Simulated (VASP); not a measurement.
Write the native input for VASP 6.6.1 that does the following.

* Task: single point
* Functional: PBEsol
* Potentials or basis: VASP PAW PBE potentials, release 64 (Lu, Se)
* Cutoff: 520 eV
* k mesh: 7 × 7 × 7
* Occupations: gaussian, width 0.1 eV
* Spin: no spin polarisation
* Dipole correction: no
* Further INCAR settings: ALGO = Normal; EDIFF = 1e-07; NBANDS = 22

The structure of LuSe lies in POSCAR:

```
LuSe
1.0
    0.0000000000      2.7880000000      2.7880000000
    2.7880000000      0.0000000000      2.7880000000
    2.7880000000      2.7880000000      0.0000000000
Lu Se
1 1
Direct
    0.0000000000      0.0000000000      0.0000000000
    0.4982065997      0.5017934003      0.5017934003
```

One way to write it, as run:

INCAR

```
SYSTEM = LuSe
  PREC = Accurate
  ENCUT = 520
  EDIFF = 1E-7
  ISMEAR = 0
  SIGMA = 0.1
  LREAL = .False.
  LASPH = .True.
  NELM = 100
  ALGO = Normal
  ISIF = 2
  LWAVE = .False.
  LCHARG = .False.
  GGA = PS
  NBANDS = 22
```

KPOINTS

```
regular mesh
0
Gamma
  7 7 7
  0 0 0
```

Potentials or basis: VASP PAW PBE potentials, release 64 (Lu, Se).

Run with:

```console
$ cat potpaw_PBE.64/Lu/POTCAR potpaw_PBE.64/Se/POTCAR > POTCAR
$ mpirun -np 1 vasp_std > vasp.out
```

It gave:

```json
{"Pressure": "-0.7 GPa", "Largest force": "0.072 eV/Å"}
```

Caveat: the PAW data sets were made with another functional, which shifts forces and pressure a little.

It took 46 s on 1 thread of AMD EPYC 7R43 64-Core Processor (Zen 3), with other jobs on the host, peak memory 0.17 GiB.
